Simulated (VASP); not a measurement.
# BaZrO3 (Pm-3m) in VASP: notebook, part 3 of 3

VASP 6.6.1.

## (5) Single point, HSE06

This run uses another cell than the first one, of 14.87 Å³/atom.

POSCAR

```
BaZrO3
1.0
    4.2053520359      0.0000000000      0.0000000000
    0.0000000000      4.2053520359      0.0000000000
    0.0000000000      0.0000000000      4.2053520359
Ba Zr O
1 1 3
Direct
    0.0000000000      0.0000000000      0.0000000000
    0.5000000000      0.5000000000      0.5000000000
    0.0000000000      0.5000000000      0.5000000000
    0.5000000000      0.0000000000      0.5000000000
    0.5000000000      0.5000000000      0.0000000000
```

INCAR.step1

```
SYSTEM = BaZrO3
  ALGO = Normal
  EDIFF = 1E-5
  ENCUT = 520
  GGA = PE
  ISIF = 2
  ISMEAR = 0
  LASPH = .TRUE.
  LCHARG = .FALSE.
  LREAL = .FALSE.
  LWAVE = .TRUE.
  NBANDS = 28
  NELM = 80
  PREC = Accurate
  SIGMA = 0.01
```

INCAR.step2

```
SYSTEM = BaZrO3
  ALGO = Normal
  EDIFF = 1E-6
  ENCUT = 520
  GGA = PE
  HFSCREEN = 0.2079
  ISIF = 2
  ISMEAR = 0
  ISTART = 1
  LASPH = .TRUE.
  LCHARG = .FALSE.
  LHFCALC = .TRUE.
  LREAL = .FALSE.
  LWAVE = .FALSE.
  NBANDS = 28
  NELM = 80
  PREC = Accurate
  PRECFOCK = Fast
  SIGMA = 0.01
```

KPOINTS

```
k-points
0
G
  4 4 4
  0 0 0
```

Potentials or basis: VASP PAW PBE potentials, release 64 (Ba_sv, Zr_sv, O).

Run with:

```console
$ cat potpaw_PBE.64/Ba_sv/POTCAR potpaw_PBE.64/Zr_sv/POTCAR potpaw_PBE.64/O/POTCAR > POTCAR
$ cp INCAR.step1 INCAR
$ mpirun -np 1 vasp_std > vasp.out
$ cp INCAR.step2 INCAR
$ mpirun -np 1 vasp_std > vasp.out
```

OUTCAR:

```text
SYSTEM = BaZrO3
   EDIFF = 1E-6
   ENCUT = 520
   GGA = PE
   HFSCREEN = 0.2079
   ISIF = 2
   ISMEAR = 0
   ISTART = 1
   LASPH = .TRUE.
   LHFCALC = .TRUE.
   LREAL = .FALSE.
   NELM = 80
   PREC = Accurate
   PRECFOCK = Fast

 ion  position               nearest neighbor table
   1  0.000  0.000  0.000-   3 2.97   4 2.97   5 2.97   3 2.97   4 2.97   3 2.97   5 2.97   3 2.97
                             4 2.97   5 2.97   4 2.97   5 2.97   2 3.64   2 3.64   2 3.64   2 3.64
   2  0.500  0.500  0.500-   3 2.10   4 2.10   5 2.10   5 2.10   4 2.10   3 2.10   1 3.64   1 3.64
                             1 3.64   1 3.64   1 3.64   1 3.64   1 3.64   1 3.64
   3  0.000  0.500  0.500-   2 2.10   2 2.10   1 2.97   1 2.97   1 2.97   1 2.97
   4  0.500  0.000  0.500-   2 2.10   2 2.10   1 2.97   1 2.97   1 2.97   1 2.97
   5  0.500  0.500  0.000-   2 2.10   2 2.10   1 2.97   1 2.97   1 2.97   1 2.97

  LATTYP: Found a simple cubic cell.
 ALAT       =     4.2053520359

  Lattice vectors:

 A1 = (   4.2053520359,   0.0000000000,   0.0000000000)
 A2 = (   0.0000000000,   4.2053520359,   0.0000000000)
 A3 = (   0.0000000000,   0.0000000000,   4.2053520359)

Analysis of symmetry for initial positions (statically):
=====================================================================
 Subroutine PRICEL returns:
 Original cell was already a primitive cell.

 Routine SETGRP: Setting up the symmetry group for a
 simple cubic supercell.

 Subroutine GETGRP returns: Found 48 space group operations
 (whereof 48 operations were pure point group operations)
 out of a pool of 48 trial point group operations.

The static configuration has the point symmetry O_h .

Analysis of symmetry for dynamics (positions and initial velocities):
=====================================================================
 Subroutine PRICEL returns:
 Original cell was already a primitive cell.

 Routine SETGRP: Setting up the symmetry group for a
 simple cubic supercell.

 Subroutine GETGRP returns: Found 48 space group operations
 (whereof 48 operations were pure point group operations)
 out of a pool of 48 trial point group operations.

The dynamic configuration has the point symmetry O_h .

 Subroutine INISYM returns: Found 48 space group operations
 (whereof 48 operations are pure point group operations),
 and found     1 'primitive' translations

----------------------------------------------------------------------------------------

                                     Primitive cell

  volume of cell :      74.3716

  direct lattice vectors                    reciprocal lattice vectors
     4.205352036  0.000000000  0.000000000     0.237792221  0.000000000  0.000000000
     0.000000000  4.205352036  0.000000000     0.000000000  0.237792221  0.000000000
     0.000000000  0.000000000  4.205352036     0.000000000  0.000000000  0.237792221

  length of vectors
     4.205352036  4.205352036  4.205352036     0.237792221  0.237792221  0.237792221

  position of ions in fractional coordinates (direct lattice)
     0.000000000  0.000000000  0.000000000
     0.500000000  0.500000000  0.500000000
     0.000000000  0.500000000  0.500000000
     0.500000000  0.000000000  0.500000000
     0.500000000  0.500000000  0.000000000

  ion indices of the primitive-cell ions
[... 46 lines left out ...]
   number of dos      NEDOS =    301   number of ions     NIONS =      5
   total plane-waves  NPLWV =  32768
   dimension x,y,z NGX =    32 NGY =   32 NGZ =   32
   dimension x,y,z NGXF=    64 NGYF=   64 NGZF=   64
   ions per type =               1   1   3
   NGX,Y,Z   is equivalent  to a cutoff of  12.65, 12.65, 12.65 a.u.
   NGXF,Y,Z  is equivalent  to a cutoff of  25.30, 25.30, 25.30 a.u.
 SYSTEM =  BaZrO3
   PREC   = accura    normal or accurate (medium, high low for compatibility)
   ISTART =      1    job   : 0-new  1-cont  2-samecut
   ICHARG =      0    charge: 1-file 2-atom 10-const
   ISPIN  =      1    spin polarized calculation?
   LNONCOLLINEAR =      F non collinear calculations
   LSORBIT =      F    spin-orbit coupling
   LASPH  =      T    aspherical Exc in radial PAW
   ENCUT  =  520.0 eV  38.22 Ry    6.18 a.u.   7.82  7.82  7.82*2*pi/ulx,y,z
   NELM   =     80;   NELMIN=  2; NELMDL=  0     # of ELM steps
   EDIFF  = 0.1E-05   stopping-criterion for ELM
   LREAL  =      F    real-space projection
   EDIFFG = 0.1E-04   stopping-criterion for IOM
   NSW    =      0    number of steps for IOM
   IBRION =     -1    ionic relax: 0-MD 1-quasi-New 2-CG
   NFREE  =      0    steps in history (QN), initial steepest desc. (CG)
   ISIF   =      2    stress and relaxation
   ISYM   =      3    0-nonsym 1-usesym 2-fastsym
   POTIM  = 0.5000    time-step for ionic-motion
   TEBEG  =    0.0;   TEEND  =   0.0 temperature during run
   PSTRESS=    0.0 pullay stress
   NELECT =      40.0000    total number of electrons
   NUPDOWN=      -1.0000    fix difference up-down
   EMIN   =  10.00;   EMAX   =-10.00  energy-range for DOS
   EFERMI =   0.00;   METHOD = LEGACY
   ISMEAR =     0;   SIGMA  =   0.01  broadening in eV -4-tet -1-fermi 0-gaus
   EFERMI_NEDOS =   21; number of points for ismear=-14 and -15
   IALGO  =     38    algorithm
   IMIX   =      1    mixing-type and parameters
     AMIX     =   0.40;   BMIX     =  1.00
     AMIX_MAG =   1.60;   BMIX_MAG =  1.00
  volume/ion in A,a.u.               =      14.87       100.38
  Fermi-wavevector in a.u.,A,eV,Ry     =   1.331351  2.515888 24.116254  1.772495
  Thomas-Fermi vector in A             =   2.460368
   LORBIT       =      0    0 simple, 1 ext, 2 COOP (PROOUT), +10 PAW based schemes
   GGA     = PE    functional components
   LHFCALC =     T    Hartree Fock is set to
   PRECFOCK=fast      Normal, Fast or Accurate (Low or Medium for compatibility)
   ENCUT4O =  -1.0   cutoff for four orbital integrals eV
   NKREDX  =     1    reduce k-point grid by
   NKREDY  =     1    reduce k-point grid by
   NKREDZ  =     1    reduce k-point grid by
   AEXX    =    0.2500 exact exchange contribution
   HFSCREEN=    0.2079 screening length (either q_TF or 0.3 A-1)
   HFSCREENC=   0.2079 screening length for correlation (either q_TF or 0.3 A-1)
   ENCUTFOCK=  -1.0 apply spherical cutoff to Coloumb kernel
   IVDW    =     0    specifies the selected vdW correction
   LEPSILON=     F    determine dielectric tensor
   LRPA    =     F    only Hartree local field effects (RPA)
 non-spin polarized calculation
 Gauss-broadening in eV      SIGMA  =   0.01
  energy-cutoff  :      520.00
  volume of cell :       74.37
 maximum number of plane-waves:      2016
 NGX is ok and might be reduce to    32
  NGX = 18; NGY = 18; NGZ = 18

 number of electron      39.9999994 magnetization

 Free energy of the ion-electron system (eV)
  ---------------------------------------------------
  ext. energy  EPLUGINS =         0.00000000
  ---------------------------------------------------
  free energy    TOTEN  =       -49.81256757 eV

  energy without entropy =      -49.81256757  energy(sigma->0) =      -49.81256757

 E-fermi :   2.7891     XC(G=0):  -8.8251

 val. band max:        2.6842753776   @ k =   0.5000   0.5000   0.5000
 cond. band min:       7.3262163032   @ k =   0.0000   0.0000   0.0000
 fundamental gap:      4.6419409256
 Fermi energy:         2.7891452835

 k-point     1 :       0.0000    0.0000    0.0000
  band No.  band energies     occupation
      1     -47.2777      2.00000
      2     -24.0478      2.00000
      3     -24.0478      2.00000
      4     -24.0478      2.00000
      5     -24.0250      2.00000
      6     -15.2649      2.00000
[... 299 lines left out ...]
     27      13.5184      0.00000
     28      13.5184      0.00000

------------------------ aborting loop because EDIFF is reached ----------------------------------------

  FORCE on cell =-STRESS in cart. coord.  units (eV):
  Direction    XX          YY          ZZ          XY          YZ          ZX
  --------------------------------------------------------------------------------------
  -------------------------------------------------------------------------------------
  Total       -0.2392820     -0.2392820     -0.2392820      0.0000000      0.0000000     -0.0000000
  in kB       -5.1548203     -5.1548203     -5.1548203      0.0000000      0.0000000     -0.0000000
  external PRESSURE =      -5.1548203 kB  Pullay stress =       0.0000000 kB

 VOLUME and BASIS-vectors are now :
 -----------------------------------------------------------------------------
  energy-cutoff  :      520.00
  volume of cell :       74.37
      direct lattice vectors                 reciprocal lattice vectors
     4.205352036  0.000000000  0.000000000     0.237792221  0.000000000  0.000000000
     0.000000000  4.205352036  0.000000000     0.000000000  0.237792221  0.000000000
     0.000000000  0.000000000  4.205352036     0.000000000  0.000000000  0.237792221

 POSITION                                       TOTAL-FORCE (eV/Angst)
 -----------------------------------------------------------------------------------
      0.00000      0.00000      0.00000         0.000000      0.000000      0.000000
      2.10268      2.10268      2.10268         0.000000      0.000000      0.000000
      0.00000      2.10268      2.10268         0.000000      0.000000      0.000000
      2.10268      0.00000      2.10268         0.000000      0.000000      0.000000
      2.10268      2.10268      0.00000         0.000000      0.000000      0.000000
 -----------------------------------------------------------------------------------
    total drift:                               -0.000000     -0.000000     -0.000000

  FREE ENERGIE OF THE ION-ELECTRON SYSTEM (eV)
  ---------------------------------------------------
  free  energy   TOTEN  =       -49.8125675677 eV

  energy  without entropy=      -49.8125675677  energy(sigma->0) =      -49.81256757
```

Run time: 14 min. Hardware: 1 thread of Oxide Virtual Turin-like, shared host; peak memory 0.27 GiB.

Results:

```yaml
Free_energy: -49.8126 eV
Pressure: -0.5 GPa
Band_gap_on_the_k_mesh: 4.64 eV (least direct gap 4.94 eV)
```

Caveat: the PAW data sets were made with another functional, which shifts forces and pressure a little; spin-orbit coupling is left out, which moves the levels of the heavy elements. A k mesh can miss the band edges.

## (6) Summary

```csv
task,level,potentials or basis,spin,cell,k mesh,cutoff (eV),smearing,grid for exact exchange (PRECFOCK),share of exact exchange,screening parameter,gap on the mesh (eV),pressure (GPa),relaxed volume (Å³/atom)
relaxation of cell and atoms,PBEsol,"VASP PAW PBE potentials, release 64 (Ba_sv, Zr_sv, O)",off,"relaxed from a = 4.227 Å, 5 atoms",6 × 6 × 6,600,fermi-dirac 0.02 eV,-,-,-,3.11,0.0,14.71
relaxation of cell and atoms,LDA,"VASP PAW LDA potentials, release 64 (Ba_sv, Zr_sv, O)",off,"relaxed from a = 4.227 Å, 5 atoms",6 × 6 × 6,600,fermi-dirac 0.02 eV,-,-,-,3.12,0.0,14.38
single point,PBE,"VASP PAW PBE potentials, release 64 (Ba_sv, Zr_sv, O)","non-collinear, zero start, SOC","a = 4.205 Å, 5 atoms",6 × 6 × 6,520,gaussian 0.01 eV,-,-,-,-,3.4,-
single point,HSE06,"VASP PAW PBE potentials, release 64 (Ba_sv, Zr_sv, O)",off,"a = 4.205 Å, 5 atoms",4 × 4 × 4,520,gaussian 0.01 eV,Fast,0.25,0.2079 1/Å,4.64,-0.5,-
```

Caveats: spin-orbit coupling is left out, which moves the levels of the heavy elements (at least some runs); the PAW data sets were made with another functional, which shifts forces and pressure a little (at least some runs); the cell stands under pressure (at least some runs).

Total energies depend on the potentials used, so only differences within one code and one set of settings carry meaning.
